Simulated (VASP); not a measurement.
# ZnS (R3m) in VASP: single point with r2SCAN

Aim: the single point of ZnS with r2SCAN.

All numbers are computed with VASP 6.6.1; they aren't measurements. Logs are shortened: lines on timing, memory, paths and dates and some standing lists are left out, and cuts for length are marked.

## Step 1: The cell of the first run

The structure is trigonal, space group R3m (No. 160). The conventional cell has a = 3.807 Å, b = 3.807 Å, c = 28.062 Å, α = 90.00°, β = 90.00°, γ = 120.00°. Within 3.1 Å of Zn (site symmetry 3m) lie 4 S at 2.33 to 2.34 Å. Zn (site symmetry 3m) has 4 S at 2.33 Å within 3.1 Å. Zn (site symmetry 3m) has 4 S at 2.33 to 2.34 Å within 3.1 Å. S (site symmetry 3m) has 4 Zn at 2.33 to 2.34 Å within 3.1 Å. Within 3.1 Å of S (site symmetry 3m) lie 4 Zn at 2.33 to 2.34 Å. S (site symmetry 3m) has 4 Zn at 2.33 Å within 3.1 Å.

## Step 2: Single point, r2SCAN

POSCAR

```
ZnS
1.0
    1.9036300238      1.0990613067      9.3541347981
   -1.9036300238      1.0990613067      9.3541347981
    0.0000000000     -2.1981226134      9.3541347981
Zn S
3 3
Direct
    0.9999789175      0.9999789175      0.9999789175
    0.2222813884      0.2222813884      0.2222813884
    0.4445836769      0.4445836769      0.4445836769
    0.0832619666      0.0832619666      0.0832619666
    0.5278285134      0.5278285134      0.5278285134
    0.3053915373      0.3053915373      0.3053915373
```

INCAR.step1

```
SYSTEM = ZnS
ALGO     = Normal         ! electronic algorithm
EDIFF    = 1E-4           ! SCF threshold, eV
ENCUT    = 520            ! plane-wave cutoff, eV
GGA      = PE             ! functional
ISMEAR   = 0              ! smearing method
LASPH    = .True.         ! aspherical terms in the spheres
LCHARG   = .False.        ! write CHGCAR
LREAL    = .False.        ! projectors in reciprocal space
LWAVE    = .True.         ! write WAVECAR
NBANDS   = 36             ! bands
NELM     = 100            ! most SCF steps
PREC     = Accurate       ! precision mode
SIGMA    = 0.05           ! smearing width, eV
```

INCAR.step2

```
SYSTEM = ZnS
ALGO     = Normal         ! electronic algorithm
EDIFF    = 1E-6           ! SCF threshold, eV
ENCUT    = 520            ! plane-wave cutoff, eV
ISIF     = 2              ! what is computed and relaxed
ISMEAR   = 0              ! smearing method
ISTART   = 1            
LASPH    = .True.         ! aspherical terms in the spheres
LCHARG   = .False.        ! write CHGCAR
LMIXTAU  = .True.       
LREAL    = .False.        ! projectors in reciprocal space
LWAVE    = .False.        ! write WAVECAR
METAGGA  = R2SCAN         ! meta-GGA
NBANDS   = 36             ! bands
NELM     = 100            ! most SCF steps
PREC     = Accurate       ! precision mode
SIGMA    = 0.05           ! smearing width, eV
```

KPOINTS

```
k-points
0
Gamma
  6 6 6
  0 0 0
```

Potentials or basis: VASP PAW PBE potentials, release 64 (Zn, S).

On the command line:

```
> cat potpaw_PBE.64/Zn/POTCAR potpaw_PBE.64/S/POTCAR > POTCAR
> cp INCAR.step1 INCAR
> mpirun -np 1 vasp_std > vasp.out
> cp INCAR.step2 INCAR
> mpirun -np 1 vasp_std > vasp.out
```

OUTCAR:

```text
SYSTEM = ZnS
   EDIFF = 1E-6
   ENCUT = 520
   ISIF = 2
   ISMEAR = 0
   ISTART = 1
   LASPH = .True.
   LREAL = .False.
   METAGGA = R2SCAN
   NELM = 100
   PREC = Accurate

 ion  position               nearest neighbor table
   1  1.000  1.000  1.000-   6 2.33   6 2.33   6 2.33   4 2.34
   2  0.222  0.222  0.222-   6 2.33   5 2.33   5 2.33   5 2.33
   3  0.445  0.445  0.445-   4 2.33   4 2.33   4 2.33   5 2.34
   4  0.083  0.083  0.083-   3 2.33   3 2.33   3 2.33   1 2.34
   5  0.528  0.528  0.528-   2 2.33   2 2.33   2 2.33   3 2.34
   6  0.305  0.305  0.305-   2 2.33   1 2.33   1 2.33   1 2.33

  LATTYP: Found a trigonal (rhomboedric) cell.
 ALAT       =     9.6089323468
 COS(alpha) =     0.9215044899

  Lattice vectors:

 A1 = (   1.9036300238,   1.0990613067,   9.3541347981)
 A2 = (  -1.9036300238,   1.0990613067,   9.3541347981)
 A3 = (   0.0000000000,  -2.1981226134,   9.3541347981)

Analysis of symmetry for initial positions (statically):
=====================================================================
 Subroutine PRICEL returns:
 Original cell was already a primitive cell.

 Routine SETGRP: Setting up the symmetry group for a
 trigonal (rhombohedral) supercell.

 Subroutine GETGRP returns: Found  6 space group operations
 (whereof  6 operations were pure point group operations)
 out of a pool of 12 trial point group operations.

The static configuration has the point symmetry C_3v.

Analysis of symmetry for dynamics (positions and initial velocities):
=====================================================================
 Subroutine PRICEL returns:
 Original cell was already a primitive cell.

 Routine SETGRP: Setting up the symmetry group for a
 trigonal (rhombohedral) supercell.

 Subroutine GETGRP returns: Found  6 space group operations
 (whereof  6 operations were pure point group operations)
 out of a pool of 12 trial point group operations.

The dynamic configuration has the point symmetry C_3v.

 Subroutine INISYM returns: Found  6 space group operations
 (whereof  6 operations are pure point group operations),
 and found     1 'primitive' translations

----------------------------------------------------------------------------------------

                                     Primitive cell

  volume of cell :     117.4247

  direct lattice vectors                    reciprocal lattice vectors
     1.903630024  1.099061307  9.354134798     0.262656080  0.151644559  0.035634865
    -1.903630024  1.099061307  9.354134798    -0.262656080  0.151644559  0.035634865
     0.000000000 -2.198122613  9.354134798     0.000000000 -0.303289117  0.035634865

  length of vectors
     9.608932347  9.608932347  9.608932347     0.305375395  0.305375395  0.305375395

  position of ions in fractional coordinates (direct lattice)
     0.999978918  0.999978918  0.999978918
     0.222281388  0.222281388  0.222281388
     0.444583677  0.444583677  0.444583677
     0.083261967  0.083261967  0.083261967
     0.527828513  0.527828513  0.527828513
     0.305391537  0.305391537  0.305391537

  ion indices of the primitive-cell ions
   primitive index   ion index
                 1           1
                 2           2
                 3           3
                 4           4
                 5           5
                 6           6

----------------------------------------------------------------------------------------

 KPOINTS: k-points

Automatic generation of k-mesh.
 Grid dimensions read from file:
 generate k-points for:    6    6    6

 Generating k-lattice:

  Cartesian coordinates                     Fractional coordinates (reciprocal lattice)
     0.043776013  0.025274093  0.005939144     0.166666667 -0.000000000 -0.000000000
    -0.043776013  0.025274093  0.005939144    -0.000000000  0.166666667 -0.000000000
     0.000000000 -0.050548186  0.005939144    -0.000000000 -0.000000000  0.166666667

  Length of vectors
     0.050895899  0.050895899  0.050895899

  Shift w.r.t. Gamma in fractional coordinates (k-lattice)
     0.000000000  0.000000000  0.000000000

 Subroutine IBZKPT returns following result:
 ===========================================

 Found     32 irreducible k-points:

 Following reciprocal coordinates:
            Coordinates               Weight
  0.000000  0.000000  0.000000      1.000000
  0.166667 -0.000000  0.000000      6.000000
  0.333333  0.000000  0.000000      6.000000
  0.500000  0.000000  0.000000      3.000000
  0.166667  0.166667  0.000000      6.000000
  0.333333  0.166667  0.000000     12.000000
[... 16 lines left out ...]
  0.500000  0.500000  0.166667      6.000000
 -0.333333  0.500000  0.166667     12.000000
 [... further k-points ...]
   k-points           NKPTS =     32   k-points in BZ     NKDIM =     32   number of bands    NBANDS=     36
   number of dos      NEDOS =    301   number of ions     NIONS =      6
   total plane-waves  NPLWV = 373248
   dimension x,y,z NGX =    72 NGY =   72 NGZ =   72
   dimension x,y,z NGXF=   144 NGYF=  144 NGZF=  144
   ions per type =               3   3
   NGX,Y,Z   is equivalent  to a cutoff of  12.46, 12.46, 12.46 a.u.
   NGXF,Y,Z  is equivalent  to a cutoff of  24.91, 24.91, 24.91 a.u.
 SYSTEM =  ZnS
   PREC   = accura    normal or accurate (medium, high low for compatibility)
   ISTART =      1    job   : 0-new  1-cont  2-samecut
   ICHARG =      0    charge: 1-file 2-atom 10-const
   ISPIN  =      1    spin polarized calculation?
   LNONCOLLINEAR =      F non collinear calculations
   LSORBIT =      F    spin-orbit coupling
   LASPH  =      T    aspherical Exc in radial PAW
   ENCUT  =  520.0 eV  38.22 Ry    6.18 a.u.  17.87 17.87 17.87*2*pi/ulx,y,z
   NELM   =    100;   NELMIN=  2; NELMDL=  0     # of ELM steps
   EDIFF  = 0.1E-05   stopping-criterion for ELM
   LREAL  =      F    real-space projection
   EDIFFG = 0.1E-04   stopping-criterion for IOM
   NSW    =      0    number of steps for IOM
   IBRION =     -1    ionic relax: 0-MD 1-quasi-New 2-CG
   NFREE  =      0    steps in history (QN), initial steepest desc. (CG)
   ISIF   =      2    stress and relaxation
   ISYM   =      2    0-nonsym 1-usesym 2-fastsym
   POTIM  = 0.5000    time-step for ionic-motion
   TEBEG  =    0.0;   TEEND  =   0.0 temperature during run
   PSTRESS=    0.0 pullay stress
   NELECT =      54.0000    total number of electrons
   NUPDOWN=      -1.0000    fix difference up-down
   EMIN   =  10.00;   EMAX   =-10.00  energy-range for DOS
   EFERMI =   0.00;   METHOD = LEGACY
   ISMEAR =     0;   SIGMA  =   0.05  broadening in eV -4-tet -1-fermi 0-gaus
   EFERMI_NEDOS =   21; number of points for ismear=-14 and -15
   IALGO  =     38    algorithm
   IMIX   =      4    mixing-type and parameters
     AMIX     =   0.40;   BMIX     =  1.00
     AMIX_MAG =   1.60;   BMIX_MAG =  1.00
  volume/ion in A,a.u.               =      19.57       132.07
  Fermi-wavevector in a.u.,A,eV,Ry     =   1.263629  2.387913 21.725220  1.596759
  Thomas-Fermi vector in A             =   2.396976
   LORBIT       =      0    0 simple, 1 ext, 2 COOP (PROOUT), +10 PAW based schemes
   METAGGA = R2SCAN    functional components
   LHFCALC =     F    Hartree Fock is set to
   AEXX    =    0.0000 exact exchange contribution
   IVDW    =     0    specifies the selected vdW correction
   LEPSILON=     F    determine dielectric tensor
   LRPA    =     F    only Hartree local field effects (RPA)
 non-spin polarized calculation
 Gauss-broadening in eV      SIGMA  =   0.05
  energy-cutoff  :      520.00
  volume of cell :      117.42
 maximum number of plane-waves:      3183
   NGX = 35   NGY = 35   NGZ = 35

 number of electron      53.9999979 magnetization

 Free energy of the ion-electron system (eV)
  ---------------------------------------------------
  ext. energy  EPLUGINS =         0.00000000
  ---------------------------------------------------
  free energy    TOTEN  =       -56.58638264 eV

  energy without entropy =      -56.58638264  energy(sigma->0) =      -56.58638264

 E-fermi :   2.1625     XC(G=0): -10.3194

 val. band max:        1.9202162632   @ k =   0.0000   0.0000   0.0000
 cond. band min:       4.6842699966   @ k =   0.0000   0.0000   0.0000
 fundamental gap:      2.7640537334
 Fermi energy:         2.1625451335

 k-point     1 :       0.0000    0.0000    0.0000
  band No.  band energies     occupation
      1     -11.8304      2.00000
      2     -11.1473      2.00000
      3     -11.1373      2.00000
      4      -4.6173      2.00000
      5      -4.6076      2.00000
      6      -4.6076      2.00000
[... 28 lines left out ...]
     35       9.3270      0.00000
     36       9.7849      0.00000

 k-point     2 :       0.1667   -0.0000    0.0000
  band No.  band energies     occupation
      1     -11.6395      2.00000
      2     -11.0581      2.00000
      3     -10.9662      2.00000
      4      -4.6169      2.00000
      5      -4.5839      2.00000
      6      -4.5706      2.00000
[... 28 lines left out ...]
     35       9.4229      0.00000
     36      10.1608      0.00000

 k-point     3 :       0.3333    0.0000    0.0000
  band No.  band energies     occupation
      1     -11.1847      2.00000
      2     -10.7955      2.00000
      3     -10.6952      2.00000
      4      -4.6122      2.00000
      5      -4.5675      2.00000
      6      -4.5124      2.00000
[... 28 lines left out ...]
     35      10.3121      0.00000
     36      10.9289      0.00000

 k-point     4 :       0.5000    0.0000    0.0000
  band No.  band energies     occupation
      1     -10.8762      2.00000
      2     -10.6300      2.00000
      3     -10.6227      2.00000
      4      -4.6029      2.00000
      5      -4.5558      2.00000
      6      -4.4880      2.00000
[... 28 lines left out ...]
     35      10.8193      0.00000
     36      11.5627      0.00000

 k-point     5 :       0.1667    0.1667    0.0000
  band No.  band energies     occupation
      1     -11.6314      2.00000
      2     -11.1109      2.00000
      3     -10.9208      2.00000
      4      -4.6212      2.00000
      5      -4.5781      2.00000
      6      -4.5683      2.00000
[... 655 lines left out ...]
 k-point    22 :      -0.1667    0.3333    0.1667
  band No.  band energies     occupation
      1     -10.8827      2.00000
      2     -10.6790      2.00000
      3     -10.5789      2.00000
      4      -4.5623      2.00000
      5      -4.4981      2.00000
      6      -4.4742      2.00000
[... 28 lines left out ...]
     35      10.0790      0.00000
     36      10.7202      0.00000

 k-point    23 :       0.5000    0.5000    0.1667
  band No.  band energies     occupation
      1     -11.0908      2.00000
      2     -10.9947      2.00000
      3     -10.5898      2.00000
      4      -4.6297      2.00000
      5      -4.5648      2.00000
      6      -4.5087      2.00000
[... 28 lines left out ...]
     35      10.3332      0.00000
     36      10.4715      0.00000

 k-point    24 :      -0.3333    0.5000    0.1667
  band No.  band energies     occupation
      1     -10.8056      2.00000
      2     -10.7974      2.00000
      3     -10.5388      2.00000
      4      -4.5639      2.00000
      5      -4.5017      2.00000
      6      -4.4746      2.00000
[... 28 lines left out ...]
     35      10.0443      0.00000
     36      11.2431      0.00000

 [... further k-points ...]

------------------------ aborting loop because EDIFF is reached ----------------------------------------

  FORCE on cell =-STRESS in cart. coord.  units (eV):
  Direction    XX          YY          ZZ          XY          YZ          ZX
  --------------------------------------------------------------------------------------
  -------------------------------------------------------------------------------------
  Total        0.0612169      0.0612169      0.0551191      0.0000000      0.0000000      0.0000000
  in kB        0.8352614      0.8352614      0.7520611      0.0000000      0.0000000      0.0000000
  external PRESSURE =       0.8075280 kB  Pullay stress =       0.0000000 kB

 VOLUME and BASIS-vectors are now :
 -----------------------------------------------------------------------------
  energy-cutoff  :      520.00
  volume of cell :      117.42
      direct lattice vectors                 reciprocal lattice vectors
     1.903630024  1.099061307  9.354134798     0.262656080  0.151644559  0.035634865
    -1.903630024  1.099061307  9.354134798    -0.262656080  0.151644559  0.035634865
     0.000000000 -2.198122613  9.354134798     0.000000000 -0.303289117  0.035634865

 POSITION                                       TOTAL-FORCE (eV/Angst)
 -----------------------------------------------------------------------------------
      0.00000      0.00000     28.06181         0.000000      0.000000     -0.004379
      0.00000      0.00000      6.23775         0.000000     -0.000000     -0.003914
      0.00000      0.00000     12.47609         0.000000      0.000000     -0.006488
      0.00000      0.00000      2.33653         0.000000     -0.000000      0.003720
      0.00000      0.00000     14.81214         0.000000      0.000000      0.005356
      0.00000      0.00000      8.57002         0.000000      0.000000      0.005706
 -----------------------------------------------------------------------------------
    total drift:                               -0.000000      0.000000     -0.023329

  FREE ENERGIE OF THE ION-ELECTRON SYSTEM (eV)
  ---------------------------------------------------
  free  energy   TOTEN  =       -56.5863826410 eV

  energy  without entropy=      -56.5863826410  energy(sigma->0) =      -56.58638264
```

It took 41 min on 1 thread of Intel Xeon Platinum 8488C (Sapphire Rapids), shared host; peak memory 0.85 GiB.

What came out:

```yaml
Free_energy: -56.5864 eV
Pressure: 0.1 GPa
Largest_force: 0.006 eV/Å
Band_gap_on_the_k_mesh: 2.76 eV
```

Forces in eV/Å, atoms in the order of the input:
```
Zn   0.000  0.000 -0.004
Zn   0.000  0.000 -0.004
Zn   0.000  0.000 -0.006
S    0.000  0.000  0.004
S    0.000  0.000  0.005
S    0.000  0.000  0.006
```

Caveat: the PAW data sets were made with another functional, which shifts forces and pressure a little. A k mesh can miss the band edges.
